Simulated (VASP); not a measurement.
# Si (I4/mmm) in VASP: notebook

The runs below take Si through single point, with r2SCAN.

Program: VASP 6.6.1. These are calculated values, not measurements. Logs are shortened: lines on timing, memory, paths and dates and some standing lists are left out, and cuts for length are marked.

### 1 The cell of the first run

Symmetry: I4/mmm, No. 139, tetragonal system. Conventional cell: a = 3.351 Å, b = 3.351 Å, c = 2.641 Å, α = 90.00°, β = 90.00°, γ = 90.00°. Within 3.5 Å of Si (site symmetry 4/mmm) lie 14 Si at 2.64 to 3.35 Å.

### 2 Single point, r2SCAN (strain +0.030 along x and y, +0.000 along z)

Contents of POSCAR:

```
Si
1.0
   -1.6757223779      1.6757223779      1.3203298500
    1.6757223779     -1.6757223779      1.3203298500
    1.6757223779      1.6757223779     -1.3203298500
Si
1
Direct
    0.0000000000      0.0000000000      0.0000000000
```

Contents of INCAR.step1:

```
  PREC = Accurate
  ENCUT = 520
  ISMEAR = 0
  SIGMA = 0.15
  LREAL = F
  LASPH = T
  NELM = 60
  NBANDS = 8
  GGA = PE
  ALGO = Normal
  EDIFF = 1E-4
  LWAVE = T
  LCHARG = F
```

Contents of INCAR.step2:

```
  PREC = Accurate
  ENCUT = 520
  EDIFF = 1E-6
  ISMEAR = 0
  SIGMA = 0.15
  LREAL = F
  LASPH = T
  NELM = 60
  ALGO = Normal
  ISIF = 2
  LWAVE = F
  LCHARG = F
  METAGGA = R2SCAN
  LMIXTAU = T
  NBANDS = 8
  ISTART = 1
```

Contents of KPOINTS:

```
Automatic mesh
0
Gamma
  22 22 22
```

Potentials or basis: VASP PAW PBE potentials, release 64 (Si).

Command:

```sh
> cat potpaw_PBE.64/Si/POTCAR > POTCAR
> cp INCAR.step1 INCAR
> mpirun -np 1 vasp_std > vasp.out
> cp INCAR.step2 INCAR
> mpirun -np 1 vasp_std > vasp.out
```

OUTCAR:

```text
PREC = Accurate
   ENCUT = 520
   EDIFF = 1E-6
   ISMEAR = 0
   LREAL = F
   LASPH = T
   NELM = 60
   ISIF = 2
   METAGGA = R2SCAN
   ISTART = 1

 ion  position               nearest neighbor table
   1  0.000  0.000  0.000-

  LATTYP: Found a body centered tetragonal cell.
 ALAT       =     3.3514447558
 C/A-ratio  =     0.7879168217

  Lattice vectors:

 A1 = (  -1.6757223779,   1.6757223779,   1.3203298500)
 A2 = (   1.6757223779,  -1.6757223779,   1.3203298500)
 A3 = (   1.6757223779,   1.6757223779,  -1.3203298500)

Analysis of symmetry for initial positions (statically):
=====================================================================
 Subroutine PRICEL returns:
 Original cell was already a primitive cell.

 Routine SETGRP: Setting up the symmetry group for a
 body centered tetragonal supercell.

 Subroutine GETGRP returns: Found 16 space group operations
 (whereof 16 operations were pure point group operations)
 out of a pool of 16 trial point group operations.

The static configuration has the point symmetry D_4h.

Analysis of symmetry for dynamics (positions and initial velocities):
=====================================================================
 Subroutine PRICEL returns:
 Original cell was already a primitive cell.

 Routine SETGRP: Setting up the symmetry group for a
 body centered tetragonal supercell.

 Subroutine GETGRP returns: Found 16 space group operations
 (whereof 16 operations were pure point group operations)
 out of a pool of 16 trial point group operations.

The dynamic configuration has the point symmetry D_4h.

 Subroutine INISYM returns: Found 16 space group operations
 (whereof 16 operations are pure point group operations),
 and found     1 'primitive' translations

----------------------------------------------------------------------------------------

                                     Primitive cell

  volume of cell :      14.8302

  direct lattice vectors                    reciprocal lattice vectors
    -1.675722378  1.675722378  1.320329850     0.000000000  0.298378781  0.378693249
     1.675722378 -1.675722378  1.320329850     0.298378781  0.000000000  0.378693249
     1.675722378  1.675722378 -1.320329850     0.298378781  0.298378781  0.000000000

  length of vectors
     2.712814385  2.712814385  2.712814385     0.482118734  0.482118734  0.421971318

  position of ions in fractional coordinates (direct lattice)
     0.000000000  0.000000000  0.000000000

  ion indices of the primitive-cell ions
   primitive index   ion index
                 1           1

----------------------------------------------------------------------------------------

 KPOINTS: Automatic mesh

Automatic generation of k-mesh.
 Grid dimensions read from file:
 generate k-points for:   22   22   22

 Generating k-lattice:

  Cartesian coordinates                     Fractional coordinates (reciprocal lattice)
     0.000000000  0.013562672  0.017213329     0.045454545  0.000000000 -0.000000000
     0.013562672  0.000000000  0.017213329     0.000000000  0.045454545 -0.000000000
     0.013562672  0.013562672  0.000000000     0.000000000  0.000000000  0.045454545

  Length of vectors
     0.021914488  0.021914488  0.019180514

  Shift w.r.t. Gamma in fractional coordinates (k-lattice)
     0.000000000  0.000000000  0.000000000

 Subroutine IBZKPT returns following result:
 ===========================================

 Found    834 irreducible k-points:

 Following reciprocal coordinates:
            Coordinates               Weight
  0.000000  0.000000  0.000000      1.000000
  0.045455  0.000000 -0.000000      8.000000
  0.090909  0.000000 -0.000000      8.000000
  0.136364  0.000000 -0.000000      8.000000
  0.181818  0.000000 -0.000000      8.000000
  0.227273  0.000000 -0.000000      8.000000
[... 16 lines left out ...]
  0.500000  0.045455 -0.000000     16.000000
 -0.454545  0.045455  0.000000     16.000000
 [... further k-points ...]
   k-points           NKPTS =    834   k-points in BZ     NKDIM =    834   number of bands    NBANDS=      8
   number of dos      NEDOS =    301   number of ions     NIONS =      1
   total plane-waves  NPLWV =   8000
   dimension x,y,z NGX =    20 NGY =   20 NGZ =   20
   dimension x,y,z NGXF=    40 NGYF=   40 NGZF=   40
   ions per type =               1
   NGX,Y,Z   is equivalent  to a cutoff of  12.26, 12.26, 12.26 a.u.
   NGXF,Y,Z  is equivalent  to a cutoff of  24.51, 24.51, 24.51 a.u.
 SYSTEM =  unknown system
   PREC   = accura    normal or accurate (medium, high low for compatibility)
   ISTART =      1    job   : 0-new  1-cont  2-samecut
   ICHARG =      0    charge: 1-file 2-atom 10-const
   ISPIN  =      1    spin polarized calculation?
   LNONCOLLINEAR =      F non collinear calculations
   LSORBIT =      F    spin-orbit coupling
   LASPH  =      T    aspherical Exc in radial PAW
   ENCUT  =  520.0 eV  38.22 Ry    6.18 a.u.   5.04  5.04  5.04*2*pi/ulx,y,z
   NELM   =     60;   NELMIN=  2; NELMDL=  0     # of ELM steps
   EDIFF  = 0.1E-05   stopping-criterion for ELM
   LREAL  =      F    real-space projection
   EDIFFG = 0.1E-04   stopping-criterion for IOM
   NSW    =      0    number of steps for IOM
   IBRION =     -1    ionic relax: 0-MD 1-quasi-New 2-CG
   NFREE  =      0    steps in history (QN), initial steepest desc. (CG)
   ISIF   =      2    stress and relaxation
   ISYM   =      2    0-nonsym 1-usesym 2-fastsym
   POTIM  = 0.5000    time-step for ionic-motion
   TEBEG  =    0.0;   TEEND  =   0.0 temperature during run
   PSTRESS=    0.0 pullay stress
   NELECT =       4.0000    total number of electrons
   NUPDOWN=      -1.0000    fix difference up-down
   EMIN   =  10.00;   EMAX   =-10.00  energy-range for DOS
   EFERMI =   0.00;   METHOD = LEGACY
   ISMEAR =     0;   SIGMA  =   0.15  broadening in eV -4-tet -1-fermi 0-gaus
   EFERMI_NEDOS =   21; number of points for ismear=-14 and -15
   IALGO  =     38    algorithm
   IMIX   =      4    mixing-type and parameters
     AMIX     =   0.40;   BMIX     =  1.00
     AMIX_MAG =   1.60;   BMIX_MAG =  1.00
  volume/ion in A,a.u.               =      14.83       100.08
  Fermi-wavevector in a.u.,A,eV,Ry     =   1.057741  1.998840 15.222414  1.118816
  Thomas-Fermi vector in A             =   2.193025
   LORBIT       =      0    0 simple, 1 ext, 2 COOP (PROOUT), +10 PAW based schemes
   METAGGA = R2SCAN    functional components
   LHFCALC =     F    Hartree Fock is set to
   AEXX    =    0.0000 exact exchange contribution
   IVDW    =     0    specifies the selected vdW correction
   LEPSILON=     F    determine dielectric tensor
   LRPA    =     F    only Hartree local field effects (RPA)
 non-spin polarized calculation
 Gauss-broadening in eV      SIGMA  =   0.15
  energy-cutoff  :      520.00
  volume of cell :       14.83
 maximum number of plane-waves:       419
   NGX = 11   NGY = 11   NGZ = 11

 number of electron       4.0000000 magnetization

 Free energy of the ion-electron system (eV)
  ---------------------------------------------------
  ext. energy  EPLUGINS =         0.00000000
  ---------------------------------------------------
  free energy    TOTEN  =        -8.08515578 eV

  energy without entropy =       -8.08078286  energy(sigma->0) =       -8.08296932

 E-fermi :   9.8322     XC(G=0): -11.8025

 val. band max:        9.8230280733   @ k =  -0.2273  -0.3182   0.0909
 cond. band min:       9.8332053655   @ k =  -0.2273   0.2727   0.0455
 fundamental gap:      0.0101772922
 Fermi energy:         9.8321713112

 k-point     1 :       0.0000    0.0000    0.0000
  band No.  band energies     occupation
      1      -5.2522      2.00000
      2      19.3832      0.00000
      3      19.6445      0.00000
      4      19.6445      0.00000
      5      22.9835      0.00000
      6      24.3229      0.00000
      7      26.1212      0.00000
      8      26.1212      0.00000

 k-point     2 :       0.0455    0.0000   -0.0000
  band No.  band energies     occupation
      1      -5.1781      2.00000
      2      18.4771      0.00000
      3      19.4501      0.00000
      4      20.6248      0.00000
      5      22.5655      0.00000
      6      24.5144      0.00000
      7      25.6394      0.00000
      8      25.8089      0.00000

 k-point     3 :       0.0909    0.0000   -0.0000
  band No.  band energies     occupation
      1      -4.9560      2.00000
      2      17.5622      0.00000
      3      18.9878      0.00000
      4      21.2267      0.00000
      5      21.6465      0.00000
      6      24.7640      0.00000
      7      24.9141      0.00000
      8      25.4651      0.00000

 k-point     4 :       0.1364    0.0000   -0.0000
  band No.  band energies     occupation
      1      -4.5862      2.00000
      2      16.7667      0.00000
      3      18.4378      0.00000
      4      19.3171      0.00000
      5      21.9140      0.00000
      6      24.2852      0.00000
      7      24.6394      0.00000
      8      26.3976      0.00000

 k-point     5 :       0.1818    0.0000   -0.0000
  band No.  band energies     occupation
      1      -4.0696      2.00000
      2      16.0971      0.00000
      3      17.1732      0.00000
      4      17.9221      0.00000
      5      21.1154      0.00000
      6      23.4430      0.00000
      7      25.7411      0.00000
      8      27.6768      0.00000

 k-point     6 :       0.2273    0.0000   -0.0000
  band No.  band energies     occupation
      1      -3.4072      2.00000
      2      14.9991      0.00000
      3      15.5550      0.00000
      4      17.4543      0.00000
      5      20.0721      0.00000
      6      22.5631      0.00000
      7      27.3000      0.00000
      8      28.0343      0.00000

 k-point     7 :       0.2727    0.0000   -0.0000
  band No.  band energies     occupation
      1      -2.6004      2.00000
      2      12.8533      0.00000
      3      15.1395      0.00000
      4      17.0749      0.00000
      5      19.0677      0.00000
      6      21.7164      0.00000
      7      27.9524      0.00000
      8      29.0461      0.00000
[... 133 lines left out ...]
 k-point    20 :       0.3636    0.0455   -0.0000
  band No.  band energies     occupation
      1       0.2283      2.00000
      2       7.6667      2.00000
      3      14.7195      0.00000
      4      15.6267      0.00000
      5      17.8355      0.00000
      6      20.0518      0.00000
      7      27.2990      0.00000
      8      33.1119      0.00000

 k-point    21 :       0.4091    0.0455   -0.0000
  band No.  band energies     occupation
      1       1.5379      2.00000
      2       5.8759      2.00000
      3      14.4511      0.00000
      4      15.4001      0.00000
      5      17.6038      0.00000
      6      19.8136      0.00000
      7      27.7103      0.00000
      8      33.1647      0.00000

 k-point    22 :       0.4545    0.0455   -0.0000
  band No.  band energies     occupation
      1       2.9547      2.00000
      2       4.2336      2.00000
      3      14.1359      0.00000
      4      15.4409      0.00000
      5      17.4462      0.00000
      6      19.7928      0.00000
      7      28.1969      0.00000
      8      32.4877      0.00000

 k-point    23 :       0.5000    0.0455   -0.0000
  band No.  band energies     occupation
      1       2.6113      2.00000
      2       4.6094      2.00000
      3      13.8737      0.00000
      4      15.6356      0.00000
      5      17.3951      0.00000
      6      19.9760      0.00000
      7      28.6848      0.00000
      8      32.0401      0.00000

 k-point    24 :      -0.4545    0.0455    0.0000
  band No.  band energies     occupation
      1       1.2120      2.00000
      2       6.2989      2.00000
      3      13.7133      0.00000
      4      15.9007      0.00000
      5      17.5100      0.00000
      6      20.3386      0.00000
      7      29.0392      0.00000
      8      31.9648      0.00000

 [... further k-points ...]

------------------------ aborting loop because EDIFF is reached ----------------------------------------

  FORCE on cell =-STRESS in cart. coord.  units (eV):
  Direction    XX          YY          ZZ          XY          YZ          ZX
  --------------------------------------------------------------------------------------
  -------------------------------------------------------------------------------------
  Total       -0.3593742     -0.3593742     -0.5192569      0.0000000      0.0000000      0.0000000
  in kB      -38.8249513    -38.8249513    -56.0978548      0.0000000      0.0000000      0.0000000
  external PRESSURE =     -44.5825858 kB  Pullay stress =       0.0000000 kB

 VOLUME and BASIS-vectors are now :
 -----------------------------------------------------------------------------
  energy-cutoff  :      520.00
  volume of cell :       14.83
      direct lattice vectors                 reciprocal lattice vectors
    -1.675722378  1.675722378  1.320329850     0.000000000  0.298378781  0.378693249
     1.675722378 -1.675722378  1.320329850     0.298378781  0.000000000  0.378693249
     1.675722378  1.675722378 -1.320329850     0.298378781  0.298378781  0.000000000

 POSITION                                       TOTAL-FORCE (eV/Angst)
 -----------------------------------------------------------------------------------
      0.00000      0.00000      0.00000        -0.000000      0.000000      0.000000
 -----------------------------------------------------------------------------------
    total drift:                                0.000000      0.000000     -0.000000

  FREE ENERGIE OF THE ION-ELECTRON SYSTEM (eV)
  ---------------------------------------------------
  free  energy   TOTEN  =        -8.0851557812 eV

  energy  without entropy=       -8.0807828602  energy(sigma->0) =       -8.08296932
```

Wall time 4.9 min (1 thread of Intel Xeon Platinum 8375C at 2.90GHz (Ice Lake), shared host); peak memory 0.19 GiB.

What came out:

```
Free energy            : -8.0852 eV
Pressure               : -4.5 GPa
Band gap on the k mesh : zero (bands 2 and 3 overlap by 13.29 eV)
```

Stress tensor (GPa, compression positive):
```
-3.88  0.00  0.00
 0.00 -3.88  0.00
 0.00  0.00 -5.61
```

Caveat: the cell differs from its parent crystal (strain +0.030 along x and y, +0.000 along z); the cell stands under tension; the PAW data sets were made with another functional, which shifts forces and pressure a little.

[end of part 1 of 3]

The gap in the log of VASP goes by the Fermi energy; the results here count the filled bands.